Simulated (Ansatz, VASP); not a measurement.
## Two plane-wave programs on Si4W

```
Si W
1.0
    -1.66470    1.66470    6.35293
     1.66470   -1.66470    6.35293
     1.66470    1.66470   -6.35293
Si W
4 1
Direct
  0.21064 0.21064 0.00000
  0.78936 0.78936 0.00000
  0.40196 0.40196 0.00000
  0.59804 0.59804 0.00000
  0.00000 0.00000 0.00000
```

Alike in both runs: functional PBE; k mesh 14 × 14 × 14; occupations gaussian, width 0.1 eV; no spin polarisation.

Ansatz relaxed the structure, and its values are those at the end. VASP's run is a single point on that final structure, the one shown.

|  | VASP | Ansatz |
| --- | --- | --- |
| version | VASP 6.6.1 | Ansatz 0.2.0 |
| potentials or method | VASP PAW PBE potentials, release 64 (Si, W_sv), cutoff 520 eV | scalar-relativistic, plane waves, PAW |
| valence electrons in the cell | 30 | 30 |

|  | VASP | Ansatz | Ansatz less VASP |
| --- | --- | --- | --- |
| gap on the k mesh at the Fermi level (eV) | none | none | - |
| pressure (GPa) | 0.0 | 0.0 | +0.02 |
| rms of the force components (eV/Å) | 0.004 | 0.000 | -0.0036 |

A gap of «none» marks a metal or a gap that the smearing closes.

Spin-orbit coupling is off throughout.
